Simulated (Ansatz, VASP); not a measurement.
**VN: VASP beside Ansatz**

```
V N
1.0
     0.00000    2.04000    2.04000
     2.04000    0.00000    2.04000
     2.04000    2.04000    0.00000
V N
1 1
Cartesian
  0.0000 0.0000 0.0000
  2.0400 2.0400 2.0400
```

Alike in both runs: task single point; functional PBE; k mesh 8 × 8 × 8; occupations gaussian, width 0.1 eV; no spin polarisation.

|  | VASP | Ansatz |
| --- | --- | --- |
| version | VASP 6.6.1 | Ansatz 0.2.0 |
| potentials or method | VASP PAW PBE potentials, release 64 (V_sv, N), cutoff 600 eV | scalar-relativistic, plane waves, PAW |
| valence electrons in the cell | 18 | 18 |

|  | VASP | Ansatz | Ansatz less VASP |
| --- | --- | --- | --- |
| gap on the k mesh at the Fermi level (eV) | none | none | - |
| pressure (GPa) | 9.6 | 9.0 | -0.64 |

A gap of «none» marks a metal or a gap that the smearing closes.
